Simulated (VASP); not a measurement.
Set up this calculation in VASP 6.6.1, as the native input.

```
Task                   : single point
Functional             : RPBE
Potentials or basis    : VASP PAW PBE potentials, release 64 (Al)
Cutoff                 : 520 eV
k mesh                 : 10 × 10 × 10
Occupations            : fermi-dirac, width 0.1 eV
Spin                   : no spin polarisation
Dipole correction      : no
Further INCAR settings : ALGO = Normal; EDIFF = 1e-06; NBANDS = 10
```

The structure of Al lies in POSCAR:

```
Al
1.0
    0.0000000000      3.0888588376      3.0888588376
    3.0888588376      0.0000000000      3.0888588376
    3.0888588376      3.0888588376      0.0000000000
Al
2
Direct
    0.1250000000      0.1250000000      0.1250000000
    0.8750000000      0.8750000000      0.8750000000
```

This cell differs from its parent crystal: volume scaled by 1.04.

These files were run (other wordings do the same):

INCAR

```
PREC = Accurate
ENCUT = 520
EDIFF = 1E-6
ISMEAR = -1
SIGMA = 0.1
LREAL = False
LASPH = True
NELM = 80
ALGO = Normal
ISIF = 2
LWAVE = False
LCHARG = False
GGA = RP
NBANDS = 10
```

KPOINTS

```
regular mesh
0
Gamma
  10 10 10
```

Potentials or basis: VASP PAW PBE potentials, release 64 (Al).

Run with:

```console
$ cat potpaw_PBE.64/Al/POTCAR > POTCAR
$ mpirun -np 1 vasp_std > vasp.out
```

It gave:

```
Pressure               : -1.3 GPa
Band gap on the k mesh : zero (band 3 reaches 4.45 eV, above the bottom of band 4 at 1.28 eV)
```

Caveat: the PAW data sets were made with another functional, which shifts forces and pressure a little.

Wall time 37 s on 1 thread of AMD EPYC 7R13 (shared host), peak memory 0.14 GiB.
